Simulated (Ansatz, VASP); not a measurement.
One calculation of YTl, two programs

The input INCAR:

```
PREC = Accurate
ENCUT = 520
EDIFF = 1E-6
ISMEAR = -1
SIGMA = 0.08
LREAL = F
LASPH = T
NELM = 60
ALGO = Normal
ISIF = 2
LWAVE = F
LCHARG = T
LELF = T
LVHAR = T
NBANDS = 19
```

KPOINTS

```
Automatic mesh
0
Gamma
  11 11 11
```

Contents of POSCAR:

```
YTl
1.0
    3.7510000000      0.0187550000      0.0187550000
    0.0187550000      3.7510000000      0.0187550000
    0.0187550000      0.0187550000      3.7510000000
Y Tl
1 1
Direct
    0.5000000000      0.5000000000      0.5000000000
    0.0000000000      0.0000000000      0.0000000000
```

Input for Ansatz:

```yaml
crystal:
  lattice:
    - [3.751, 0.018755, 0.018755]
    - [0.018755, 3.751, 0.018755]
    - [0.018755, 0.018755, 3.751]
  atoms:
    - { symbol: "Y", position: [0.5, 0.5, 0.5] }
    - { symbol: Tl, position: [0.0, 0.0, 0.0] }
kpoints:
  mp_grid: { grid: [11, 11, 11] }
  band_path:
    path:
      - [0.0, 0.0, 0.0]
      - [0.5, 0.5, 0.5]
      - [0.5098274679, 0.4901725321, 0.5]
      - [0.5, -0.4901725321, 0.4901725321]
      - [0.5, 0.0, 0.0]
      - [0.0, 0.0, 0.0]
      - [0.4950862661, -0.4950862661, 0.0]
      - [0.5049137339, 0.0, 0.4950862661]
      - [0.5, 0.0, 0.5]
    npoints: 5
scf:
  occupations: { method: fermi_dirac, width: 0.08 }
hamiltonian:
  xc: lda
  pseudopotentials: { kind: all_electron, lapw: { basis_error: 0.00025 } }
output:
  forces: true
  stress: true
  eigenvalues: true
```

Change from the starting cell: equal xy, yz and zx shear strains of +1 %.

Alike in both runs: task single point; functional LDA; k mesh 11 × 11 × 11; occupations fermi-dirac, width 0.08 eV; no spin polarisation.

```csv
,VASP,Ansatz
version,VASP 6.6.1,Ansatz 0.2.0
potentials or method,"VASP PAW LDA potentials, release 64 (Y_sv, Tl_d), cutoff 520 eV","all-electron LAPW, scalar-relativistic"
```

```csv
,VASP,Ansatz,Ansatz less VASP
pressure (GPa),-2.9,-3.0,-0.06
"traceless stress, the component that is largest in VASP (GPa)",-0.31,-0.30,+0.005
```

LDA's correlation is that of Perdew and Zunger in VASP and of Perdew and Wang (1992) in Ansatz. Ansatz ran all-electron here, and VASP with PAW potentials.

Neither program's run includes spin-orbit coupling.
